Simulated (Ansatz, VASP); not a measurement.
Two plane-wave programs on PtSe2

Contents of INCAR:

```
  PREC = Accurate
  ENCUT = 600
  EDIFF = 1E-6
  ISMEAR = -1
  SIGMA = 0.05
  LREAL = F
  LASPH = T
  NELM = 60
  ALGO = Normal
  ISIF = 3
  LWAVE = F
  LCHARG = F
  GGA = PE
  IBRION = 2
  NSW = 100
  EDIFFG = -0.005
```

Contents of KPOINTS:

```
Automatic mesh
0
Gamma
  10 10 10
```

Contents of POSCAR:

```
PtSe2
1.0
    0.0000000000      2.8899693431      2.8899693431
    2.8899693431      0.0000000000      2.8899693431
    2.8899693431      2.8899693431      0.0000000000
Pt Se
1 2
Direct
    0.0000000000      0.0000000000      0.0000000000
    0.2500000000      0.2500000000      0.2500000000
    0.7500000000      0.7500000000      0.7500000000
```

Input for Ansatz:

```yaml
crystal:
  lattice:
    - [0.0, 2.8899693431, 2.8899693431]
    - [2.8899693431, 0.0, 2.8899693431]
    - [2.8899693431, 2.8899693431, 0.0]
  atoms:
    - { symbol: Pt, position: [0.0, 0.0, 0.0] }
    - { symbol: Se, position: [0.25, 0.25, 0.25] }
    - { symbol: Se, position: [0.75, 0.75, 0.75] }
kpoints:
  mp_grid: { grid: [10, 10, 10] }
scf:
  occupations: { method: fermi_dirac, width: 0.05 }
hamiltonian:
  xc: pbe
  pseudopotentials: { kind: paw }
output:
  forces: true
  stress: true
  write_density: true
  write_potential: true
  elf: true
  volumetric_format: npy
relax:
  f_tol: 0.005
  max_steps: 80
  cell: {}
```

Alike in both runs: task relaxation of cell and atoms; functional PBE; k mesh 10 × 10 × 10; occupations fermi-dirac, width 0.05 eV; no spin polarisation.

|  | VASP | Ansatz |
| --- | --- | --- |
| version | VASP 6.6.1 | Ansatz 0.2.0 |
| potentials or method | VASP PAW PBE potentials, release 64 (Pt, Se) | PAW with Ansatz's default frozen-core files, scalar-relativistic |
| plane-wave cutoff (eV) | 600 | 420 |
| valence electrons in the cell | 22 | 50 |

|  | VASP | Ansatz | Ansatz less VASP |
| --- | --- | --- | --- |
| relaxed volume (Å³/atom) | 20.73 | 20.74 | +0.017 |
| relaxed cell length with the largest relative difference (Å) | 4.447 | 4.448 | +0.0012 |

VASP's potentials hold 22 valence electrons a cell and Ansatz's 50, so a difference there can come from the potentials and not from the codes.

Neither program's run includes spin-orbit coupling. Noted on VASP's run: the volume moved by over 15 % at a fixed basis, so the end points are rough.
